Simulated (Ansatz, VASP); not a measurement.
Two plane-wave programs on Yb

INCAR

```
SYSTEM = Yb
PREC = Accurate
ENCUT = 520
EDIFF = 1E-6
ISMEAR = -1
SIGMA = 0.08
LREAL = .FALSE.
LASPH = .TRUE.
NELM = 100
ALGO = Normal
ISIF = 2
LWAVE = .FALSE.
LCHARG = .FALSE.
GGA = PE
NBANDS = 18
```

File KPOINTS:

```
regular mesh
0
G
  16 16 16
  0 0 0
```

The input POSCAR:

```
Yb
1.0
    0.0000000000      2.0630980500      2.0630980500
    2.0630980500      0.0000000000      2.0630980500
    2.0630980500      2.0630980500      0.0000000000
Yb
1
Direct
    0.0000000000      0.0000000000      0.0000000000
```

Input for Ansatz:

```yaml
crystal:
  lattice:
    - [0.0, 2.06309805, 2.06309805]
    - [2.06309805, 0.0, 2.06309805]
    - [2.06309805, 2.06309805, 0.0]
  atoms:
    - { symbol: Yb, position: [0.0, 0.0, 0.0] }
kpoints:
  mp_grid: { grid: [16, 16, 16] }
scf:
  occupations: { method: fermi_dirac, width: 0.08 }
hamiltonian:
  xc: pbe
  pseudopotentials: { kind: paw }
output:
  forces: true
  stress: true
  eigenvalues: true
```

Change from the starting cell: volume scaled by 0.493, to set the pressure.

Alike in both runs: task single point; functional PBE; k mesh 16 × 16 × 16; occupations fermi-dirac, width 0.08 eV; no spin polarisation.

|  | VASP | Ansatz |
| --- | --- | --- |
| version | VASP 6.6.1 | Ansatz 0.2.0 |
| potentials or method | VASP PAW PBE potentials, release 64 (Yb) | PAW with Ansatz's default frozen-core files, scalar-relativistic |
| plane-wave cutoff (eV) | 520 | 420 |
| valence electrons in the cell | 24 | 24 |

|  | VASP | Ansatz | Ansatz less VASP |
| --- | --- | --- | --- |
| pressure (GPa) | 45.8 | 45.9 | +0.08 |

Both programs put the cell under a high pressure, so it lies far from rest at this level. With one functional, cell and mesh, what is left measures potentials, basis and numerics.

Neither program's run includes spin-orbit coupling.
